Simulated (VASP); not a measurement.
# LiBr (Fm-3m) in VASP: density of states with PBE

Aim: the density of states of LiBr with PBE.

Everything below comes from runs of VASP 6.6.1. Logs are shortened: lines on timing, memory, paths and dates and some standing lists are left out, and cuts for length are marked.

## 1. The cell of the first run

It takes space group Fm-3m (No. 225, cubic). Conventional cell: a = 5.511 Å, b = 5.511 Å, c = 5.511 Å, α = 90.00°, β = 90.00°, γ = 90.00°. Li (site symmetry m-3m) has 6 Br at 2.76 Å within 3.6 Å. Br (site symmetry m-3m) has 6 Li at 2.76 Å within 3.6 Å.

## 2. Density of states, PBE

Contents of POSCAR:

```
LiBr
1.0
    0.0000000000      2.7554039787      2.7554039787
    2.7554039787      0.0000000000      2.7554039787
    2.7554039787      2.7554039787      0.0000000000
Li Br
1 1
Direct
    0.0000000000      0.0000000000      0.0000000000
    0.5000000000      0.5000000000      0.5000000000
```

Contents of INCAR.step1:

```
PREC     = Accurate       # precision mode
ENCUT    = 650            # plane-wave cutoff, eV
EDIFF    = 1E-6           # SCF threshold, eV
ISMEAR   = 0              # smearing method
SIGMA    = 0.02           # smearing width, eV
LREAL    = False          # projectors in reciprocal space
LASPH    = True           # aspherical terms in the spheres
NELM     = 120            # most SCF steps
ALGO     = Normal         # electronic algorithm
ISIF     = 2              # what is computed and relaxed
LWAVE    = False          # write WAVECAR
LCHARG   = True           # write CHGCAR
GGA      = PE             # functional
NBANDS   = 12             # bands
GGA_COMPAT= False        
NEDOS    = 2001           # points of the DOS
LORBIT   = 11             # projections on sites
```

Contents of KPOINTS.step1:

```
Automatic mesh
0
Gamma
  8 8 8
```

Contents of INCAR.step2:

```
PREC     = Accurate       # precision mode
ENCUT    = 650            # plane-wave cutoff, eV
EDIFF    = 1E-6           # SCF threshold, eV
ISMEAR   = -5             # smearing method
SIGMA    = 0.02           # smearing width, eV
LREAL    = False          # projectors in reciprocal space
LASPH    = True           # aspherical terms in the spheres
NELM     = 120            # most SCF steps
ALGO     = Normal         # electronic algorithm
ISIF     = 2              # what is computed and relaxed
LWAVE    = False          # write WAVECAR
LCHARG   = False          # write CHGCAR
GGA      = PE             # functional
LORBIT   = 11             # projections on sites
NEDOS    = 2001           # points of the DOS
ICHARG   = 11             # starting density
GGA_COMPAT= False
```

Contents of KPOINTS.step2:

```
Automatic mesh
0
Gamma
  12 12 12
```

Potentials or basis: VASP PAW PBE potentials, release 64 (Li_sv, Br).

Command:

```
$ cat potpaw_PBE.64/Li_sv/POTCAR potpaw_PBE.64/Br/POTCAR > POTCAR
$ cp INCAR.step1 INCAR
$ cp KPOINTS.step1 KPOINTS
$ mpirun -np 1 vasp_std > vasp.out
$ cp INCAR.step2 INCAR
$ cp KPOINTS.step2 KPOINTS
$ mpirun -np 1 vasp_std > vasp.out
```

OUTCAR:

```text
PREC = Accurate
   ENCUT = 650
   EDIFF = 1E-6
   ISMEAR = -5
   LREAL = False
   LASPH = True
   NELM = 120
   ISIF = 2
   GGA = PE
   LORBIT = 11
   ICHARG = 11

 ion  position               nearest neighbor table
   1  0.000  0.000  0.000-
   2  0.500  0.500  0.500-

  LATTYP: Found a face centered cubic cell.
 ALAT       =     5.5108079574

  Lattice vectors:

 A1 = (   0.0000000000,   2.7554039787,   2.7554039787)
 A2 = (   2.7554039787,   0.0000000000,   2.7554039787)
 A3 = (   2.7554039787,   2.7554039787,   0.0000000000)

Analysis of symmetry for initial positions (statically):
=====================================================================
 Subroutine PRICEL returns:
 Original cell was already a primitive cell.

 Routine SETGRP: Setting up the symmetry group for a
 face centered cubic supercell.

 Subroutine GETGRP returns: Found 48 space group operations
 (whereof 48 operations were pure point group operations)
 out of a pool of 48 trial point group operations.

The static configuration has the point symmetry O_h .

Analysis of symmetry for dynamics (positions and initial velocities):
=====================================================================
 Subroutine PRICEL returns:
 Original cell was already a primitive cell.

 Routine SETGRP: Setting up the symmetry group for a
 face centered cubic supercell.

 Subroutine GETGRP returns: Found 48 space group operations
 (whereof 48 operations were pure point group operations)
 out of a pool of 48 trial point group operations.

The dynamic configuration has the point symmetry O_h .

 Subroutine INISYM returns: Found 48 space group operations
 (whereof 48 operations are pure point group operations),
 and found     1 'primitive' translations

----------------------------------------------------------------------------------------

                                     Primitive cell

  volume of cell :      41.8394

  direct lattice vectors                    reciprocal lattice vectors
     0.000000000  2.755403979  2.755403979    -0.181461595  0.181461595  0.181461595
     2.755403979  0.000000000  2.755403979     0.181461595 -0.181461595  0.181461595
     2.755403979  2.755403979  0.000000000     0.181461595  0.181461595 -0.181461595

  length of vectors
     3.896729676  3.896729676  3.896729676     0.314300702  0.314300702  0.314300702

  position of ions in fractional coordinates (direct lattice)
     0.000000000  0.000000000  0.000000000
     0.500000000  0.500000000  0.500000000

  ion indices of the primitive-cell ions
   primitive index   ion index
                 1           1
                 2           2

----------------------------------------------------------------------------------------

 KPOINTS: Automatic mesh

Automatic generation of k-mesh.
 Grid dimensions read from file:
 generate k-points for:   12   12   12

 Generating k-lattice:

  Cartesian coordinates                     Fractional coordinates (reciprocal lattice)
    -0.015121800  0.015121800  0.015121800     0.083333333  0.000000000  0.000000000
     0.015121800 -0.015121800  0.015121800     0.000000000  0.083333333  0.000000000
     0.015121800  0.015121800 -0.015121800     0.000000000  0.000000000  0.083333333

  Length of vectors
     0.026191725  0.026191725  0.026191725

  Shift w.r.t. Gamma in fractional coordinates (k-lattice)
     0.000000000  0.000000000  0.000000000

 TETIRR: Found    247 inequivalent tetrahedra from    10368

 Subroutine IBZKPT returns following result:
 ===========================================

 Found     72 irreducible k-points:

 Following reciprocal coordinates:
            Coordinates               Weight
  0.000000  0.000000  0.000000      1.000000
  0.083333  0.000000  0.000000      8.000000
  0.166667  0.000000  0.000000      8.000000
  0.250000  0.000000  0.000000      8.000000
  0.333333  0.000000  0.000000      8.000000
  0.416667  0.000000  0.000000      8.000000
[... 16 lines left out ...]
  0.500000  0.166667  0.000000     24.000000
 -0.416667  0.166667  0.000000     24.000000
 [... further k-points ...]
   k-points           NKPTS =     72   k-points in BZ     NKDIM =     72   number of bands    NBANDS=      9
   number of dos      NEDOS =   2001   number of ions     NIONS =      2
   total plane-waves  NPLWV =  32768
   dimension x,y,z NGX =    32 NGY =   32 NGZ =   32
   dimension x,y,z NGXF=    64 NGYF=   64 NGZF=   64
   ions per type =               1   1
   NGX,Y,Z   is equivalent  to a cutoff of  13.65, 13.65, 13.65 a.u.
   NGXF,Y,Z  is equivalent  to a cutoff of  27.30, 27.30, 27.30 a.u.
 SYSTEM =  unknown system
   PREC   = accura    normal or accurate (medium, high low for compatibility)
   ISTART =      0    job   : 0-new  1-cont  2-samecut
   ICHARG =     11    charge: 1-file 2-atom 10-const
   ISPIN  =      1    spin polarized calculation?
   LNONCOLLINEAR =      F non collinear calculations
   LSORBIT =      F    spin-orbit coupling
   LASPH  =      T    aspherical Exc in radial PAW
   ENCUT  =  650.0 eV  47.77 Ry    6.91 a.u.   8.10  8.10  8.10*2*pi/ulx,y,z
   NELM   =    120;   NELMIN=  2; NELMDL=  0     # of ELM steps
   EDIFF  = 0.1E-05   stopping-criterion for ELM
   LREAL  =      F    real-space projection
   EDIFFG = 0.1E-04   stopping-criterion for IOM
   NSW    =      0    number of steps for IOM
   IBRION =     -1    ionic relax: 0-MD 1-quasi-New 2-CG
   NFREE  =      0    steps in history (QN), initial steepest desc. (CG)
   ISIF   =      2    stress and relaxation
   ISYM   =      2    0-nonsym 1-usesym 2-fastsym
   POTIM  = 0.5000    time-step for ionic-motion
   TEBEG  =    0.0;   TEEND  =   0.0 temperature during run
   PSTRESS=    0.0 pullay stress
   NELECT =      10.0000    total number of electrons
   NUPDOWN=      -1.0000    fix difference up-down
   EMIN   =  10.00;   EMAX   =-10.00  energy-range for DOS
   EFERMI =   0.00;   METHOD = LEGACY
   ISMEAR =    -5;   SIGMA  =   0.02  broadening in eV -4-tet -1-fermi 0-gaus
   EFERMI_NEDOS =   21; number of points for ismear=-14 and -15
   IALGO  =     38    algorithm
   IMIX   =      4    mixing-type and parameters
     AMIX     =   0.40;   BMIX     =  1.00
     AMIX_MAG =   1.60;   BMIX_MAG =  1.00
  volume/ion in A,a.u.               =      20.92       141.17
  Fermi-wavevector in a.u.,A,eV,Ry     =   1.015967  1.919899 14.043780  1.032189
  Thomas-Fermi vector in A             =   2.149283
   LORBIT       =     11    0 simple, 1 ext, 2 COOP (PROOUT), +10 PAW based schemes
   GGA     = PE    functional components
   LHFCALC =     F    Hartree Fock is set to
   AEXX    =    0.0000 exact exchange contribution
   IVDW    =     0    specifies the selected vdW correction
   LEPSILON=     F    determine dielectric tensor
   LRPA    =     F    only Hartree local field effects (RPA)
 non-spin polarized calculation
 Fermi weights with tetrahedron method with Bloechl corrections
  energy-cutoff  :      650.00
  volume of cell :       41.84
 maximum number of plane-waves:      1592

 number of electron      10.0000007 magnetization

 Free energy of the ion-electron system (eV)
  ---------------------------------------------------
  ext. energy  EPLUGINS =         0.00000000
  ---------------------------------------------------
  free energy    TOTEN  =        -6.64301939 eV

  energy without entropy =       -6.64301939  energy(sigma->0) =       -6.64301939

 E-fermi :   0.3033     XC(G=0):  -8.4040

 val. band max:        0.2805549718   @ k =  -0.0833   0.0833   0.0000
 cond. band min:       5.1983125585   @ k =   0.0000   0.0000   0.0000
 fundamental gap:      4.9177575867
 Fermi energy:         0.3032662708

 k-point     1 :       0.0000    0.0000    0.0000
  band No.  band energies     occupation
      1     -44.1345      2.00000
      2     -13.1388      2.00000
      3       0.2752      2.00000
      4       0.2752      2.00000
      5       0.2752      2.00000
      6       5.1983      0.00000
      7      10.7712      0.00000
      8      10.7712      0.00000
      9      10.7712      0.00000

 k-point     2 :       0.0833    0.0000    0.0000
  band No.  band energies     occupation
      1     -44.1343      2.00000
      2     -13.1104      2.00000
      3      -0.0050      2.00000
      4       0.2559      2.00000
      5       0.2559      2.00000
      6       5.4638      0.00000
      7      10.3282      0.00000
      8      10.7707      0.00000
      9      10.7707      0.00000

 k-point     3 :       0.1667    0.0000    0.0000
  band No.  band energies     occupation
      1     -44.1341      2.00000
      2     -13.0311      2.00000
      3      -0.6545      2.00000
      4       0.2047      2.00000
      5       0.2047      2.00000
      6       5.9760      0.00000
      7       9.8371      0.00000
      8      10.2269      0.00000
      9      10.2269      0.00000

 k-point     4 :       0.2500    0.0000    0.0000
  band No.  band energies     occupation
      1     -44.1340      2.00000
      2     -12.9183      2.00000
      3      -1.3844      2.00000
      4       0.1382      2.00000
      5       0.1382      2.00000
      6       6.2310      0.00000
      7       9.4632      0.00000
      8       9.4632      0.00000
      9       9.9899      0.00000
[... 205 lines left out ...]
 k-point    22 :       0.4167    0.1667    0.0000
  band No.  band energies     occupation
      1     -44.1336      2.00000
      2     -12.6959      2.00000
      3      -2.1064      2.00000
      4      -0.4669      2.00000
      5      -0.2757      2.00000
      6       7.0273      0.00000
      7       8.2263      0.00000
      8       9.6568      0.00000
      9      10.0211      0.00000

 k-point    23 :       0.5000    0.1667    0.0000
  band No.  band energies     occupation
      1     -44.1334      2.00000
      2     -12.6297      2.00000
      3      -2.3674      2.00000
      4      -0.6436      2.00000
      5      -0.2336      2.00000
      6       6.8504      0.00000
      7       8.2391      0.00000
      8       9.1979      0.00000
      9      10.9767      0.00000

 k-point    24 :      -0.4167    0.1667    0.0000
  band No.  band energies     occupation
      1     -44.1334      2.00000
      2     -12.6214      2.00000
      3      -2.3871      2.00000
      4      -0.7641      2.00000
      5      -0.1356      2.00000
      6       6.7996      0.00000
      7       8.4189      0.00000
      8       8.9168      0.00000
      9      11.2943      0.00000

 [... further k-points ...]
[... 5 lines left out ...]
  --------------------------------------------------------------------------------------
  -------------------------------------------------------------------------------------
  Total       -0.0216922     -0.0216922     -0.0216922     -0.0000000     -0.0000000      0.0000000
  in kB       -0.8306686     -0.8306686     -0.8306686     -0.0000000     -0.0000000      0.0000000
  external PRESSURE =      -0.8306686 kB  Pullay stress =       0.0000000 kB

 VOLUME and BASIS-vectors are now :
 -----------------------------------------------------------------------------
  energy-cutoff  :      650.00
  volume of cell :       41.84
      direct lattice vectors                 reciprocal lattice vectors
     0.000000000  2.755403979  2.755403979    -0.181461595  0.181461595  0.181461595
     2.755403979  0.000000000  2.755403979     0.181461595 -0.181461595  0.181461595
     2.755403979  2.755403979  0.000000000     0.181461595  0.181461595 -0.181461595

 POSITION                                       TOTAL-FORCE (eV/Angst)
 -----------------------------------------------------------------------------------
      0.00000      0.00000      0.00000         0.000000     -0.000000     -0.000000
      2.75540      2.75540      2.75540         0.000000      0.000000      0.000000
 -----------------------------------------------------------------------------------
    total drift:                                0.000000     -0.000000      0.000000

  FREE ENERGIE OF THE ION-ELECTRON SYSTEM (eV)
  ---------------------------------------------------
  free  energy   TOTEN  =        -6.6430193871 eV

  energy  without entropy=       -6.6430193871  energy(sigma->0) =       -6.64301939

 total charge

# of ion       s       p       d       tot
------------------------------------------
    1        2.005   0.031   0.000   2.036
    2        1.602   3.309   0.005   4.915
--------------------------------------------------
tot          3.607   3.340   0.005   6.952
```

It took 23 s on 1 thread of Intel Xeon Platinum 8375C at 2.90GHz (Ice Lake), shared host; peak memory 0.18 GiB.

Results:

| Property | Result |
| --- | --- |
| Valence electrons inside the program's atomic spheres | Li 2.04; Br 4.92 |
